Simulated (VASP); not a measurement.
# PbS (Pm-3m) in VASP: further runs, part 2 of 2

VASP 6.6.1.

### Step 4. Single point, r2SCAN+D3(BJ) (volume scaled by 1.040)

Contents of POSCAR:

```
PbS
1.0
    3.6577223387      0.0000000000      0.0000000000
    0.0000000000      3.6577223387      0.0000000000
    0.0000000000      0.0000000000      3.6577223387
Pb S
1 1
Direct
    0.0000000000      0.0000000000      0.0000000000
    0.5000000000      0.5000000000      0.5000000000
```

Contents of INCAR.step1:

```
PREC     = Accurate       # precision mode
ENCUT    = 550            # plane-wave cutoff, eV
ISMEAR   = 0              # smearing method
SIGMA    = 0.05           # smearing width, eV
LREAL    = False          # projectors in reciprocal space
LASPH    = True           # aspherical terms in the spheres
NELM     = 120            # most SCF steps
NBANDS   = 17             # bands
GGA      = PE             # functional
ALGO     = Normal         # electronic algorithm
EDIFF    = 1E-5           # SCF threshold, eV
LWAVE    = True           # write WAVECAR
LCHARG   = False          # write CHGCAR
GGA_COMPAT= False
```

Contents of INCAR.step2:

```
PREC     = Accurate       # precision mode
ENCUT    = 550            # plane-wave cutoff, eV
EDIFF    = 1E-6           # SCF threshold, eV
ISMEAR   = 0              # smearing method
SIGMA    = 0.05           # smearing width, eV
LREAL    = False          # projectors in reciprocal space
LASPH    = True           # aspherical terms in the spheres
NELM     = 120            # most SCF steps
ALGO     = Normal         # electronic algorithm
ISIF     = 2              # what is computed and relaxed
LWAVE    = False          # write WAVECAR
LCHARG   = False          # write CHGCAR
METAGGA  = R2SCAN         # meta-GGA
LMIXTAU  = True         
IVDW     = 12             # dispersion correction
VDW_S6   = 1.0          
VDW_S8   = 0.78981345   
VDW_A1   = 0.49484001   
VDW_A2   = 5.73083694   
NBANDS   = 17             # bands
ISTART   = 1            
GGA_COMPAT= False
```

Contents of KPOINTS:

```
regular mesh
0
Gamma
  10 10 10
```

Potentials or basis: VASP PAW PBE potentials, release 64 (Pb_d, S).

The run is started by

```console
$ cat potpaw_PBE.64/Pb_d/POTCAR potpaw_PBE.64/S/POTCAR > POTCAR
$ cp INCAR.step1 INCAR
$ mpirun -np 1 vasp_std > vasp.out
$ cp INCAR.step2 INCAR
$ mpirun -np 1 vasp_std > vasp.out
```

OUTCAR:

```text
PREC = Accurate
   ENCUT = 550
   EDIFF = 1E-6
   ISMEAR = 0
   LREAL = False
   LASPH = True
   NELM = 120
   ISIF = 2
   METAGGA = R2SCAN
   IVDW = 12
   ISTART = 1
 IVDW          = 12

 ion  position               nearest neighbor table
   1  0.000  0.000  0.000-   2 3.17   2 3.17   2 3.17   2 3.17   2 3.17   2 3.17   2 3.17   2 3.17

   2  0.500  0.500  0.500-   1 3.17   1 3.17   1 3.17   1 3.17   1 3.17   1 3.17   1 3.17   1 3.17

  LATTYP: Found a simple cubic cell.
 ALAT       =     3.6577223387

  Lattice vectors:

 A1 = (   3.6577223387,   0.0000000000,   0.0000000000)
 A2 = (   0.0000000000,   3.6577223387,   0.0000000000)
 A3 = (   0.0000000000,   0.0000000000,   3.6577223387)

Analysis of symmetry for initial positions (statically):
=====================================================================
 Subroutine PRICEL returns:
 Original cell was already a primitive cell.

 Routine SETGRP: Setting up the symmetry group for a
 simple cubic supercell.

 Subroutine GETGRP returns: Found 48 space group operations
 (whereof 48 operations were pure point group operations)
 out of a pool of 48 trial point group operations.

The static configuration has the point symmetry O_h .

Analysis of symmetry for dynamics (positions and initial velocities):
=====================================================================
 Subroutine PRICEL returns:
 Original cell was already a primitive cell.

 Routine SETGRP: Setting up the symmetry group for a
 simple cubic supercell.

 Subroutine GETGRP returns: Found 48 space group operations
 (whereof 48 operations were pure point group operations)
 out of a pool of 48 trial point group operations.

The dynamic configuration has the point symmetry O_h .

 Subroutine INISYM returns: Found 48 space group operations
 (whereof 48 operations are pure point group operations),
 and found     1 'primitive' translations

----------------------------------------------------------------------------------------

                                     Primitive cell

  volume of cell :      48.9364

  direct lattice vectors                    reciprocal lattice vectors
     3.657722339  0.000000000  0.000000000     0.273394180  0.000000000  0.000000000
     0.000000000  3.657722339  0.000000000     0.000000000  0.273394180  0.000000000
     0.000000000  0.000000000  3.657722339     0.000000000  0.000000000  0.273394180

  length of vectors
     3.657722339  3.657722339  3.657722339     0.273394180  0.273394180  0.273394180

  position of ions in fractional coordinates (direct lattice)
     0.000000000  0.000000000  0.000000000
     0.500000000  0.500000000  0.500000000

  ion indices of the primitive-cell ions
   primitive index   ion index
                 1           1
                 2           2

----------------------------------------------------------------------------------------

 KPOINTS: regular mesh

Automatic generation of k-mesh.
 Grid dimensions read from file:
 generate k-points for:   10   10   10

 Generating k-lattice:

  Cartesian coordinates                     Fractional coordinates (reciprocal lattice)
     0.027339418  0.000000000  0.000000000     0.100000000  0.000000000  0.000000000
     0.000000000  0.027339418  0.000000000     0.000000000  0.100000000  0.000000000
     0.000000000  0.000000000  0.027339418     0.000000000  0.000000000  0.100000000

  Length of vectors
     0.027339418  0.027339418  0.027339418

  Shift w.r.t. Gamma in fractional coordinates (k-lattice)
     0.000000000  0.000000000  0.000000000

 Subroutine IBZKPT returns following result:
 ===========================================

 Found     56 irreducible k-points:

 Following reciprocal coordinates:
            Coordinates               Weight
  0.000000  0.000000  0.000000      1.000000
  0.100000  0.000000  0.000000      6.000000
  0.200000  0.000000  0.000000      6.000000
  0.300000  0.000000  0.000000      6.000000
  0.400000  0.000000  0.000000      6.000000
  0.500000  0.000000  0.000000      3.000000
[... 16 lines left out ...]
  0.200000  0.100000  0.100000     24.000000
  0.300000  0.100000  0.100000     24.000000
 [... further k-points ...]
   k-points           NKPTS =     56   k-points in BZ     NKDIM =     56   number of bands    NBANDS=     17
   number of dos      NEDOS =    301   number of ions     NIONS =      2
   total plane-waves  NPLWV =  21952
   dimension x,y,z NGX =    28 NGY =   28 NGZ =   28
   dimension x,y,z NGXF=    56 NGYF=   56 NGZF=   56
   ions per type =               1   1
   NGX,Y,Z   is equivalent  to a cutoff of  12.73, 12.73, 12.73 a.u.
   NGXF,Y,Z  is equivalent  to a cutoff of  25.45, 25.45, 25.45 a.u.
 SYSTEM =  unknown system
   PREC   = accura    normal or accurate (medium, high low for compatibility)
   ISTART =      1    job   : 0-new  1-cont  2-samecut
   ICHARG =      0    charge: 1-file 2-atom 10-const
   ISPIN  =      1    spin polarized calculation?
   LNONCOLLINEAR =      F non collinear calculations
   LSORBIT =      F    spin-orbit coupling
   LASPH  =      T    aspherical Exc in radial PAW
   ENCUT  =  550.0 eV  40.42 Ry    6.36 a.u.   6.99  6.99  6.99*2*pi/ulx,y,z
   NELM   =    120;   NELMIN=  2; NELMDL=  0     # of ELM steps
   EDIFF  = 0.1E-05   stopping-criterion for ELM
   LREAL  =      F    real-space projection
   EDIFFG = 0.1E-04   stopping-criterion for IOM
   NSW    =      0    number of steps for IOM
   IBRION =     -1    ionic relax: 0-MD 1-quasi-New 2-CG
   NFREE  =      0    steps in history (QN), initial steepest desc. (CG)
   ISIF   =      2    stress and relaxation
   ISYM   =      2    0-nonsym 1-usesym 2-fastsym
   POTIM  = 0.5000    time-step for ionic-motion
   TEBEG  =    0.0;   TEEND  =   0.0 temperature during run
   PSTRESS=    0.0 pullay stress
   NELECT =      20.0000    total number of electrons
   NUPDOWN=      -1.0000    fix difference up-down
   EMIN   =  10.00;   EMAX   =-10.00  energy-range for DOS
   EFERMI =   0.00;   METHOD = LEGACY
   ISMEAR =     0;   SIGMA  =   0.05  broadening in eV -4-tet -1-fermi 0-gaus
   EFERMI_NEDOS =   21; number of points for ismear=-14 and -15
   IALGO  =     38    algorithm
   IMIX   =      4    mixing-type and parameters
     AMIX     =   0.40;   BMIX     =  1.00
     AMIX_MAG =   1.60;   BMIX_MAG =  1.00
  volume/ion in A,a.u.               =      24.47       165.12
  Fermi-wavevector in a.u.,A,eV,Ry     =   1.214901  2.295829 20.081976  1.475984
  Thomas-Fermi vector in A             =   2.350305
   LORBIT       =      0    0 simple, 1 ext, 2 COOP (PROOUT), +10 PAW based schemes
   METAGGA = R2SCAN    functional components
   LHFCALC =     F    Hartree Fock is set to
   AEXX    =    0.0000 exact exchange contribution
   IVDW    =    12    specifies the selected vdW correction
   LEPSILON=     F    determine dielectric tensor
   LRPA    =     F    only Hartree local field effects (RPA)
 non-spin polarized calculation
 Gauss-broadening in eV      SIGMA  =   0.05
  energy-cutoff  :      550.00
  volume of cell :       48.94
 maximum number of plane-waves:      1472
 NGX is ok and might be reduce to    28
   NGX = 13   NGY = 13   NGZ = 13

 number of electron      19.9999996 magnetization

 Free energy of the ion-electron system (eV)
  ---------------------------------------------------
  ext. energy  EPLUGINS =         0.00000000
  ---------------------------------------------------
  free energy    TOTEN  =       -65.07934538 eV

  energy without entropy =      -65.07883113  energy(sigma->0) =      -65.07908826

 E-fermi :   5.9134     XC(G=0): -10.6856

 val. band max:        5.8774242388   @ k =   0.2000   0.2000   0.1000
 cond. band min:       5.9678180779   @ k =   0.5000   0.4000   0.4000
 fundamental gap:      0.0903938391
 Fermi energy:         5.9133700738

 k-point     1 :       0.0000    0.0000    0.0000
  band No.  band energies     occupation
      1     -11.6471      2.00000
      2     -11.6471      2.00000
      3     -11.4354      2.00000
      4     -11.4354      2.00000
      5     -11.4354      2.00000
      6      -7.6926      2.00000
[... 9 lines left out ...]
     16      19.2925      0.00000
     17      19.3011      0.00000
[... 441 lines left out ...]
 k-point    24 :       0.3000    0.1000    0.1000
  band No.  band energies     occupation
      1     -11.6184      2.00000
      2     -11.5361      2.00000
      3     -11.4849      2.00000
      4     -11.4787      2.00000
      5     -11.4423      2.00000
      6      -6.8268      2.00000
[... 9 lines left out ...]
     16      17.4440      0.00000
     17      18.0461      0.00000

 [... further k-points ...]

------------------------ aborting loop because EDIFF is reached ----------------------------------------

 Edisp (eV)   -0.34891

 E8    (eV) :    -0.1232

  FORCE on cell =-STRESS in cart. coord.  units (eV):
  Direction    XX          YY          ZZ          XY          YZ          ZX
  --------------------------------------------------------------------------------------
  -------------------------------------------------------------------------------------
  Total      -0.65470    -0.65470    -0.65470     0.00000     0.00000     0.00000
  in kB     -21.43482   -21.43482   -21.43482     0.00000     0.00000     0.00000
  external pressure =      -21.43 kB  Pullay stress =        0.00 kB

 VOLUME and BASIS-vectors are now :
 -----------------------------------------------------------------------------
  energy-cutoff  :      550.00
  volume of cell :       48.94
      direct lattice vectors                 reciprocal lattice vectors
     3.657722339  0.000000000  0.000000000     0.273394180  0.000000000  0.000000000
     0.000000000  3.657722339  0.000000000     0.000000000  0.273394180  0.000000000
     0.000000000  0.000000000  3.657722339     0.000000000  0.000000000  0.273394180

 POSITION                                       TOTAL-FORCE (eV/Angst)
 -----------------------------------------------------------------------------------
      0.00000      0.00000      0.00000         0.000000      0.000000      0.000000
      1.82886      1.82886      1.82886         0.000000      0.000000      0.000000
 -----------------------------------------------------------------------------------
    total drift:                                0.000000      0.000000      0.000000

  FREE ENERGIE OF THE ION-ELECTRON SYSTEM (eV)
  ---------------------------------------------------
  free  energy   TOTEN  =       -65.4282534813 eV

  energy  without entropy=      -65.4277392288  energy(sigma->0) =      -65.42799636
```

Wall time 3.2 min (1 thread of AMD EPYC 9R45 (Zen 5), shared host); peak memory 0.17 GiB.

What came out:

| Property | Result |
| --- | --- |
| Free energy | -65.4283 eV |
| Pressure | -2.1 GPa |
| Band gap on the k mesh | zero (band 10 reaches 5.88 eV, above the bottom of band 11 at 5.69 eV) |
| Dispersion energy per atom | -0.174 eV |

Caveat: the PAW data sets were made with another functional, which shifts forces and pressure a little; spin-orbit coupling is left out, which moves the levels of the heavy elements; pairwise dispersion overbinds metals, which lowers pressure and volume.

### Step 5. The runs side by side

```tsv
cell	gap on the mesh (eV)	pressure (GPa)
a = 3.605 Å, 2 atoms	none	0.3
a = 3.610 Å, 2 atoms	none	0.1
a = 3.658 Å, 2 atoms	none	-2.1
```

Alike in all rows: task single point; level r2SCAN+D3(BJ); potentials or basis VASP PAW PBE potentials, release 64 (Pb_d, S); no spin polarisation; k mesh 10 × 10 × 10; cutoff (eV) 550; smearing gaussian 0.05 eV.

Caveats: the PAW data sets were made with another functional, which shifts forces and pressure a little; spin-orbit coupling is left out, which moves the levels of the heavy elements; pairwise dispersion overbinds metals, which lowers pressure and volume.

Absolute energies hang on the potentials; compare differences alone.
